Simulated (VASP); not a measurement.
AlGa15N16 (a cell with a defect): single point with PBE

AlGa15N16 (a cell with a defect):

```xyz
32
Lattice="4.5485 4.5485 -4.5485 -4.5485 -4.5485 -4.5485 -4.5485 4.5485 4.5485" Properties=species:S:1:pos:R:3 pbc="T T T"
Al   -2.2742    4.5485    2.2742
Ga   -4.5560    2.2667   -2.2751
Ga   -2.2742    4.5485   -2.2742
Ga    2.2742    4.5485   -2.2742
Ga   -4.5410   -4.5476   -4.5560
Ga   -2.2751   -2.2817   -4.5560
Ga    0.0075   -0.0009   -4.5410
Ga    2.2751    2.2667   -4.5410
Ga   -4.5410    2.2817    2.2734
Ga   -0.0075    4.5493    0.0075
Ga   -2.2734    2.2817   -4.5560
Ga   -4.5560   -2.2667   -2.2734
Ga   -2.2742    0.0000   -2.2742
Ga    0.0075    2.2667   -2.2734
Ga   -4.5560   -0.0009   -0.0075
Ga   -2.2751    2.2817    0.0075
N     1.1722    1.1020   -1.1722
N    -1.1334   -1.1360   -5.6818
N     1.1334    1.1409   -5.6868
N     1.1334    5.6844   -1.1334
N    -1.1334    1.1360    1.1334
N    -3.4102   -1.1409   -3.4151
N    -1.1383    1.1409   -3.4151
N     1.1334    3.4125   -3.4151
N    -1.1383   -1.1409   -1.1334
N    -1.1722    5.6505    1.1722
N    -3.4151    3.4076   -3.4102
N    -5.7207   -1.1020   -1.1722
N    -3.4102    1.1409   -1.1334
N    -1.1334    3.4076   -1.1383
N    -5.6818    1.1409    1.1383
N    -3.3763    3.4465    1.1722
```

* Program: VASP 6.6.1
* Task: single point
* Functional: PBE
* Potentials or basis: VASP PAW PBE potentials, release 64 (Al, Ga_d, N)
* Cutoff: 520 eV
* k mesh: 2 × 2 × 2, shifted
* Occupations: gaussian, width 0.01 eV
* Spin: collinear spin

```json
{
  "Largest force": "0.022 eV/Å",
  "Net moment": "0.50 μB per cell",
  "Valence electrons inside the program's atomic spheres": "Al 0.80; Ga 11.82; N 3.75, 3.73 (each value once)"
}
```

Forces in eV/Å, atoms in the order of the input:
```
Al   0.000  0.000  0.000
Ga   0.003  0.003  0.002
Ga   0.000  0.000  0.000
Ga   0.000  0.000  0.000
Ga  -0.003 -0.002  0.003
Ga   0.002  0.003  0.003
Ga  -0.003  0.002 -0.003
Ga  -0.002  0.003 -0.003
Ga  -0.003 -0.003  0.002
Ga   0.003 -0.002 -0.003
Ga  -0.002 -0.003  0.003
Ga   0.003 -0.003 -0.002
Ga   0.000  0.000  0.000
Ga  -0.003  0.003 -0.002
Ga   0.003  0.002  0.003
Ga   0.002 -0.003 -0.003
N    0.013 -0.013 -0.013
N    0.002  0.001  0.002
N   -0.002  0.002 -0.001
N   -0.002 -0.001  0.002
N    0.002 -0.001 -0.002
N    0.001 -0.002 -0.002
N   -0.001  0.002 -0.002
N   -0.002  0.001 -0.002
N   -0.001 -0.002  0.002
N   -0.013 -0.013  0.013
N   -0.002 -0.002  0.001
N   -0.013  0.013 -0.013
N    0.001  0.002  0.002
N    0.002 -0.002 -0.001
N    0.002  0.002  0.001
N    0.013  0.013  0.013
```

Levels at points of the mesh, in eV from the Fermi level:
Spin up:
```tsv
k point	band 135	band 136	band 137	band 138	band 139	band 140	band 141	band 142	band 143	band 144
(0.25, 0.25, 0.25)	-3.60	-3.60	-3.59	-3.59	-3.59	0.73	0.73	0.73	0.88	1.98
```
Spin down:
```
           k point  band 137  band 138  band 139  band 140  band 141  band 142
(0.25, 0.25, 0.25)     -3.56     -3.56     -3.56      0.77      0.77      0.77
```

It took 7.5 min on 1 thread of Intel(R) Xeon(R) 6975P-C (Granite Rapids), with other jobs on the host, peak memory 0.74 GiB.

Caveat: the k points lie up to 0.49 Å⁻¹ apart; the cell carries a net charge on a neutralising background, which shifts energy and pressure; the cell is charged against a uniform background, so pressure and absolute levels hang on convention.
